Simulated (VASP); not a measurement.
# K (Im-3m) in VASP: notebook

K is run at these levels: PBE; tasks: electric field gradients, single point.

Everything below comes from runs of VASP 6.6.1. Logs are shortened: lines on timing, memory, paths and dates and some standing lists are left out, and cuts for length are marked.

## 1. The cell of the first run

The structure is cubic, space group Im-3m (No. 229). The conventional cell has a = 5.339 Å, b = 5.339 Å, c = 5.339 Å, α = 90.00°, β = 90.00°, γ = 90.00°.

## 2. Electric field gradients, PBE (76.08 Å³/atom)

File INCAR:

```
PREC = Accurate
ENCUT = 520
EDIFF = 1E-8
ISMEAR = -1
SIGMA = 0.08
LREAL = F
LASPH = T
NELM = 60
ALGO = Normal
ISIF = 2
LWAVE = F
LCHARG = F
GGA = PE
LEFG = T
NBANDS = 10
```

File KPOINTS:

```
Automatic mesh
0
Gamma
  10 10 10
```

File POSCAR:

```
K
1.0
   -2.6693463691      2.6693463691      2.6693463691
    2.6693463691     -2.6693463691      2.6693463691
    2.6693463691      2.6693463691     -2.6693463691
K
1
Direct
    0.0000000000      0.0000000000      0.0000000000
```

Potentials or basis: VASP PAW PBE potentials, release 64 (K_sv).

Run with:

```
$ cat potpaw_PBE.64/K_sv/POTCAR > POTCAR
$ mpirun -np 1 vasp_std > vasp.out
```

OUTCAR:

```text
PREC = Accurate
   ENCUT = 520
   EDIFF = 1E-8
   ISMEAR = -1
   LREAL = F
   LASPH = T
   NELM = 60
   ISIF = 2
   GGA = PE

 ion  position               nearest neighbor table
   1  0.000  0.000  0.000-

  LATTYP: Found a body centered cubic cell.
 ALAT       =     5.3386927382

  Lattice vectors:

 A1 = (  -2.6693463691,   2.6693463691,   2.6693463691)
 A2 = (   2.6693463691,  -2.6693463691,   2.6693463691)
 A3 = (   2.6693463691,   2.6693463691,  -2.6693463691)

Analysis of symmetry for initial positions (statically):
=====================================================================
 Subroutine PRICEL returns:
 Original cell was already a primitive cell.

 Routine SETGRP: Setting up the symmetry group for a
 body centered cubic supercell.

 Subroutine GETGRP returns: Found 48 space group operations
 (whereof 48 operations were pure point group operations)
 out of a pool of 48 trial point group operations.

The static configuration has the point symmetry O_h .

Analysis of symmetry for dynamics (positions and initial velocities):
=====================================================================
 Subroutine PRICEL returns:
 Original cell was already a primitive cell.

 Routine SETGRP: Setting up the symmetry group for a
 body centered cubic supercell.

 Subroutine GETGRP returns: Found 48 space group operations
 (whereof 48 operations were pure point group operations)
 out of a pool of 48 trial point group operations.

The dynamic configuration has the point symmetry O_h .

 Subroutine INISYM returns: Found 48 space group operations
 (whereof 48 operations are pure point group operations),
 and found     1 'primitive' translations

----------------------------------------------------------------------------------------

                                     Primitive cell

  volume of cell :      76.0807

  direct lattice vectors                    reciprocal lattice vectors
    -2.669346369  2.669346369  2.669346369     0.000000000  0.187311773  0.187311773
     2.669346369 -2.669346369  2.669346369     0.187311773  0.000000000  0.187311773
     2.669346369  2.669346369 -2.669346369     0.187311773  0.187311773  0.000000000

  length of vectors
     4.623443534  4.623443534  4.623443534     0.264898849  0.264898849  0.264898849

  position of ions in fractional coordinates (direct lattice)
     0.000000000  0.000000000  0.000000000

  ion indices of the primitive-cell ions
   primitive index   ion index
                 1           1

----------------------------------------------------------------------------------------

 KPOINTS: Automatic mesh

Automatic generation of k-mesh.
 Grid dimensions read from file:
 generate k-points for:   10   10   10

 Generating k-lattice:

  Cartesian coordinates                     Fractional coordinates (reciprocal lattice)
     0.000000000  0.018731177  0.018731177     0.100000000  0.000000000  0.000000000
     0.018731177  0.000000000  0.018731177     0.000000000  0.100000000  0.000000000
     0.018731177  0.018731177  0.000000000     0.000000000  0.000000000  0.100000000

  Length of vectors
     0.026489885  0.026489885  0.026489885

  Shift w.r.t. Gamma in fractional coordinates (k-lattice)
     0.000000000  0.000000000  0.000000000

 Subroutine IBZKPT returns following result:
 ===========================================

 Found     47 irreducible k-points:

 Following reciprocal coordinates:
            Coordinates               Weight
  0.000000  0.000000  0.000000      1.000000
  0.100000  0.000000  0.000000     12.000000
  0.200000  0.000000  0.000000     12.000000
  0.300000  0.000000  0.000000     12.000000
  0.400000  0.000000  0.000000     12.000000
  0.500000  0.000000  0.000000      6.000000
[... 16 lines left out ...]
  0.300000  0.300000  0.100000      8.000000
 -0.300000  0.300000  0.100000     24.000000
 [... further k-points ...]
   k-points           NKPTS =     47   k-points in BZ     NKDIM =     47   number of bands    NBANDS=     10
   number of dos      NEDOS =    301   number of ions     NIONS =      1
   total plane-waves  NPLWV =  46656
   dimension x,y,z NGX =    36 NGY =   36 NGZ =   36
   dimension x,y,z NGXF=    72 NGYF=   72 NGZF=   72
   ions per type =               1
   NGX,Y,Z   is equivalent  to a cutoff of  12.94, 12.94, 12.94 a.u.
   NGXF,Y,Z  is equivalent  to a cutoff of  25.89, 25.89, 25.89 a.u.
 SYSTEM =  unknown system
   PREC   = accura    normal or accurate (medium, high low for compatibility)
   ISTART =      0    job   : 0-new  1-cont  2-samecut
   ICHARG =      2    charge: 1-file 2-atom 10-const
   ISPIN  =      1    spin polarized calculation?
   LNONCOLLINEAR =      F non collinear calculations
   LSORBIT =      F    spin-orbit coupling
   LASPH  =      T    aspherical Exc in radial PAW
   ENCUT  =  520.0 eV  38.22 Ry    6.18 a.u.   8.60  8.60  8.60*2*pi/ulx,y,z
   NELM   =     60;   NELMIN=  2; NELMDL= -5     # of ELM steps
   EDIFF  = 0.1E-07   stopping-criterion for ELM
   LREAL  =      F    real-space projection
   EDIFFG = 0.1E-06   stopping-criterion for IOM
   NSW    =      0    number of steps for IOM
   IBRION =     -1    ionic relax: 0-MD 1-quasi-New 2-CG
   NFREE  =      0    steps in history (QN), initial steepest desc. (CG)
   ISIF   =      2    stress and relaxation
   ISYM   =      2    0-nonsym 1-usesym 2-fastsym
   POTIM  = 0.5000    time-step for ionic-motion
   TEBEG  =    0.0;   TEEND  =   0.0 temperature during run
   PSTRESS=    0.0 pullay stress
   NELECT =       9.0000    total number of electrons
   NUPDOWN=      -1.0000    fix difference up-down
   EMIN   =  10.00;   EMAX   =-10.00  energy-range for DOS
   EFERMI =   0.00;   METHOD = LEGACY
   ISMEAR =    -1;   SIGMA  =   0.08  broadening in eV -4-tet -1-fermi 0-gaus
   EFERMI_NEDOS =   21; number of points for ismear=-14 and -15
   IALGO  =     38    algorithm
   IMIX   =      4    mixing-type and parameters
     AMIX     =   0.40;   BMIX     =  1.00
     AMIX_MAG =   1.60;   BMIX_MAG =  1.00
  volume/ion in A,a.u.               =      76.08       513.42
  Fermi-wavevector in a.u.,A,eV,Ry     =   0.803645  1.518668  8.787252  0.645845
  Thomas-Fermi vector in A             =   1.911551
   LORBIT       =      0    0 simple, 1 ext, 2 COOP (PROOUT), +10 PAW based schemes
   GGA     = PE    functional components
   LHFCALC =     F    Hartree Fock is set to
   AEXX    =    0.0000 exact exchange contribution
   IVDW    =     0    specifies the selected vdW correction
   LEPSILON=     F    determine dielectric tensor
   LRPA    =     F    only Hartree local field effects (RPA)
 non-spin polarized calculation
  energy-cutoff  :      520.00
  volume of cell :       76.08
 maximum number of plane-waves:      2093
 NGX is ok and might be reduce to    36
   NGX = 17   NGY = 17   NGZ = 17

 number of electron       9.0000001 magnetization

 Free energy of the ion-electron system (eV)
  ---------------------------------------------------
  ext. energy  EPLUGINS =         0.00000000
  ---------------------------------------------------
  free energy    TOTEN  =        -1.05355297 eV

  energy without entropy =       -1.03508926  energy(sigma->0) =       -1.04432111

 E-fermi :  -0.1923     XC(G=0):  -5.5705

 val. band max:       -0.2015905666   @ k =   0.3000   0.2000   0.0000
 cond. band min:      -0.1073851351   @ k =  -0.4000   0.4000   0.2000
 fundamental gap:      0.0942054315
 Fermi energy:        -0.1923197648

 k-point     1 :       0.0000    0.0000    0.0000
  band No.  band energies     occupation
      1     -32.3454      2.00000
      2     -15.7972      2.00000
      3     -15.7972      2.00000
      4     -15.7972      2.00000
      5      -2.3013      2.00000
      6       4.0676      0.00000
      7       4.0676      0.00000
      8       4.0676      0.00000
      9       4.9564      0.00000
     10       4.9564      0.00000

 k-point     2 :       0.1000    0.0000    0.0000
  band No.  band energies     occupation
      1     -32.3451      2.00000
      2     -15.8030      2.00000
      3     -15.7992      2.00000
      4     -15.7972      2.00000
      5      -2.1804      2.00000
      6       3.8690      0.00000
      7       3.9116      0.00000
      8       4.1621      0.00000
      9       4.7654      0.00000
     10       4.9248      0.00000

 k-point     3 :       0.2000    0.0000    0.0000
  band No.  band energies     occupation
      1     -32.3442      2.00000
      2     -15.8181      2.00000
      3     -15.8043      2.00000
      4     -15.7972      2.00000
      5      -1.8252      2.00000
      6       3.1633      0.00000
      7       3.5782      0.00000
      8       4.4415      0.00000
      9       4.7342      0.00000
     10       4.8911      0.00000

 k-point     4 :       0.3000    0.0000    0.0000
  band No.  band energies     occupation
      1     -32.3432      2.00000
      2     -15.8365      2.00000
      3     -15.8106      2.00000
      4     -15.7971      2.00000
      5      -1.2572      2.00000
      6       2.2556      0.00000
      7       3.2547      0.00000
      8       4.7981      0.00000
      9       4.8938      0.00000
     10       4.9519      0.00000
[... 222 lines left out ...]
 k-point    22 :      -0.2000    0.2000    0.1000
  band No.  band energies     occupation
      1     -32.3439      2.00000
      2     -15.8180      2.00000
      3     -15.8063      2.00000
      4     -15.8019      2.00000
      5      -1.7087      2.00000
      6       3.2017      0.00000
      7       3.5471      0.00000
      8       4.0793      0.00000
      9       4.4644      0.00000
     10       5.2984      0.00000

 k-point    23 :       0.3000    0.3000    0.1000
  band No.  band energies     occupation
      1     -32.3418      2.00000
      2     -15.8346      2.00000
      3     -15.8346      2.00000
      4     -15.8095      2.00000
      5       1.0426      0.00000
      6       1.0426      0.00000
      7       1.3992      0.00000
      8       3.4788      0.00000
      9       5.4128      0.00000
     10       5.4128      0.00000

 k-point    24 :      -0.3000    0.3000    0.1000
  band No.  band energies     occupation
      1     -32.3429      2.00000
      2     -15.8357      2.00000
      3     -15.8127      2.00000
      4     -15.8017      2.00000
      5      -1.1459      1.99999
      6       2.3075      0.00000
      7       3.2570      0.00000
      8       4.1176      0.00000
      9       4.9036      0.00000
     10       5.3183      0.00000

 [... further k-points ...]

------------------------ aborting loop because EDIFF is reached ----------------------------------------

  FORCE on cell =-STRESS in cart. coord.  units (eV):
  Direction    XX          YY          ZZ          XY          YZ          ZX
  --------------------------------------------------------------------------------------
  -------------------------------------------------------------------------------------
  Total       -0.0505473     -0.0505473     -0.0505473      0.0000000     -0.0000000      0.0000000
  in kB       -1.0644701     -1.0644701     -1.0644701      0.0000000     -0.0000000      0.0000000
  external PRESSURE =      -1.0644701 kB  Pullay stress =       0.0000000 kB

 VOLUME and BASIS-vectors are now :
 -----------------------------------------------------------------------------
  energy-cutoff  :      520.00
  volume of cell :       76.08
      direct lattice vectors                 reciprocal lattice vectors
    -2.669346369  2.669346369  2.669346369     0.000000000  0.187311773  0.187311773
     2.669346369 -2.669346369  2.669346369     0.187311773  0.000000000  0.187311773
     2.669346369  2.669346369 -2.669346369     0.187311773  0.187311773  0.000000000

 POSITION                                       TOTAL-FORCE (eV/Angst)
 -----------------------------------------------------------------------------------
      0.00000      0.00000      0.00000         0.000000      0.000000      0.000000
 -----------------------------------------------------------------------------------
    total drift:                               -0.000000      0.000000      0.000000

  FREE ENERGIE OF THE ION-ELECTRON SYSTEM (eV)
  ---------------------------------------------------
  free  energy   TOTEN  =        -1.0535529718 eV

  energy  without entropy=       -1.0350892574  energy(sigma->0) =       -1.04432111

 Electric field gradients (V/A^2)
---------------------------------------------------------------------
 ion       V_xx      V_yy      V_zz      V_xy      V_xz      V_yz
---------------------------------------------------------------------
   1      -0.000    -0.000    -0.000     0.000     0.000     0.000
---------------------------------------------------------------------

 Electric field gradients after diagonalization (V/A^2)
 (convention: |V_zz| > |V_xx| > |V_yy|)
----------------------------------------------------------------------
 ion       V_xx      V_yy      V_zz     asymmetry (V_yy - V_xx)/ V_zz
----------------------------------------------------------------------
   1      -0.000    -0.000     0.001       0.000
----------------------------------------------------------------------

           NMR quadrupolar parameters

 Cq : quadrupolar parameter    Cq=e*Q*V_zz/h
 eta: asymmetry parameters     (V_yy - V_xx)/ V_zz
 Q  : nuclear electric quadrupole moment in mb (millibarn)
----------------------------------------------------------------------
 ion       Cq(MHz)       eta       Q (mb)
----------------------------------------------------------------------
   1       0.000       0.000       1.000
----------------------------------------------------------------------
```

Run time: 35 s. Hardware: 1 thread of Intel Xeon Platinum 8488C (Sapphire Rapids), shared host; peak memory 0.21 GiB.

Results:

```yaml
Free_energy: -1.0536 eV
Pressure: -0.1 GPa
Band_gap_on_the_k_mesh: zero (an odd number of electrons rules out a gap without spin polarisation)
Largest_electric_field_gradient_by_atom: under 0.05 V/Å² on every atom
```

Levels at points of the mesh, in eV from the Fermi level:
```tsv
k point	band 3	band 4	band 5	band 6	band 7	band 8
(0.00, 0.00, 0.00)	-15.60	-15.60	-2.11	4.26	4.26	4.26
(0.50, 0.00, 0.00)	-15.63	-15.60	0.45	0.67	3.15	4.79
(0.50, 0.50, 0.50)	-15.65	-15.65	1.69	1.69	3.39	3.39
```

## 3. Single point, PBE

This run uses another cell than the first one, of 71.77 Å³/atom.

File POSCAR:

```
K
1.0
   -2.6180000000      2.6180000000      2.6180000000
    2.6180000000     -2.6180000000      2.6180000000
    2.6180000000      2.6180000000     -2.6180000000
K
1
Direct
    0.0000000000      0.0000000000      0.0000000000
```

File INCAR.step1:

```
PREC = Accurate ; ENCUT = 520
EDIFF = 1E-7 ; ISMEAR = -1
SIGMA = 0.08 ; LREAL = False
LASPH = True ; NELM = 60
ALGO = Normal ; ISIF = 2
LWAVE = False ; LCHARG = True
GGA = PE ; NBANDS = 10
```

File KPOINTS.step1:

```
Automatic mesh
0
Gamma
  10 10 10
```

File INCAR.step2:

```
PREC = Accurate ; ENCUT = 520
EDIFF = 1E-7 ; ISMEAR = -5
SIGMA = 0.08 ; LREAL = False
LASPH = True ; NELM = 60
ALGO = Normal ; ISIF = 2
LWAVE = False ; LCHARG = False
GGA = PE ; LORBIT = 11
NEDOS = 1001 ; ICHARG = 11
```

File KPOINTS.step2:

```
Automatic mesh
0
Gamma
  15 15 15
```

Potentials or basis: VASP PAW PBE potentials, release 64 (K_sv).

Run with:

```
$ cat potpaw_PBE.64/K_sv/POTCAR > POTCAR
$ cp INCAR.step1 INCAR
$ cp KPOINTS.step1 KPOINTS
$ mpirun -np 1 vasp_std > vasp.out
$ cp INCAR.step2 INCAR
$ cp KPOINTS.step2 KPOINTS
$ mpirun -np 1 vasp_std > vasp.out
```

Wall time 62 s (1 thread of Intel Xeon Platinum 8488C (Sapphire Rapids), shared host); peak memory 0.23 GiB.

The run converged. Its results:

- Valence electrons inside the program's atomic spheres: K 7.54

Levels at points of the mesh, in eV from the Fermi level:
| k point | band 2 | band 3 | band 4 | band 5 | band 6 | band 7 | band 8 |
| --- | --- | --- | --- | --- | --- | --- | --- |
| (0.00, 0.00, 0.00) | -15.59 | -15.59 | -15.59 | -2.22 | 4.29 | 4.29 | 4.29 |

The gap in the log of VASP goes by the Fermi energy; the results here count the filled bands.